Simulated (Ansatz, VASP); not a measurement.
## Two plane-wave programs on Ge3Os

The input INCAR:

```
PREC = Accurate
ENCUT = 520
EDIFF = 1E-6
ISMEAR = 0
SIGMA = 0.1
LREAL = False
LASPH = True
NELM = 60
ALGO = Normal
ISIF = 2
LWAVE = False
LCHARG = True
GGA = PE
LELF = True
LVHAR = True
NBANDS = 33
```

The input KPOINTS:

```
Automatic mesh
0
Gamma
  4 4 4
```

File POSCAR:

```
Ge3Os
1.0
   -2.7804787600      2.7804787600      2.7804787600
    2.7804787600     -2.7804787600      2.7804787600
    2.7804787600      2.7804787600     -2.7804787600
Ge Os
3 1
Direct
    0.0000000000      0.5000000000      0.5000000000
    0.5000000000      0.0000000000      0.5000000000
    0.5000000000      0.5000000000      0.0000000000
    0.0000000000      0.0000000000      0.0000000000
```

Input for Ansatz:

```yaml
crystal:
  lattice:
    - [-2.78047876, 2.78047876, 2.78047876]
    - [2.78047876, -2.78047876, 2.78047876]
    - [2.78047876, 2.78047876, -2.78047876]
  atoms:
    - { symbol: Ge, position: [0.0, 0.5, 0.5] }
    - { symbol: Ge, position: [0.5, 0.0, 0.5] }
    - { symbol: Ge, position: [0.5, 0.5, 0.0] }
    - { symbol: Os, position: [0.0, 0.0, 0.0] }
basis:
  ecutwfc: 420
kpoints:
  mp_grid: { grid: [4, 4, 4] }
hamiltonian:
  xc: pbe
scf:
  occupations: { method: gaussian, width: 0.1 }
  lower_state_search: "off"
output:
  forces: true
  stress: true
  eigenvalues: true
```

Alike in both runs: task single point; functional PBE; k mesh 4 × 4 × 4; occupations gaussian, width 0.1 eV; no spin polarisation.

|  | VASP | Ansatz |
| --- | --- | --- |
| version | VASP 6.6.1 | Ansatz 0.2.0 |
| potentials or method | VASP PAW PBE potentials, release 64 (Ge_d, Os), cutoff 520 eV | scalar-relativistic, plane waves, PAW |
| valence electrons in the cell | 50 | 58 |

```csv
,VASP,Ansatz,Ansatz less VASP
gap on the k mesh at the Fermi level (eV),none,none,-
pressure (GPa),-14.8,-14.7,+0.09
```

A gap of «none» marks a metal or a gap that the smearing closes. With one functional, cell and mesh, what is left measures potentials, basis and numerics. VASP's potentials hold 50 valence electrons a cell and Ansatz's 58, so a difference there can come from the potentials and not from the codes.

The k mesh is coarse, so the values compare programs but aren't converged. Neither program's run includes spin-orbit coupling.
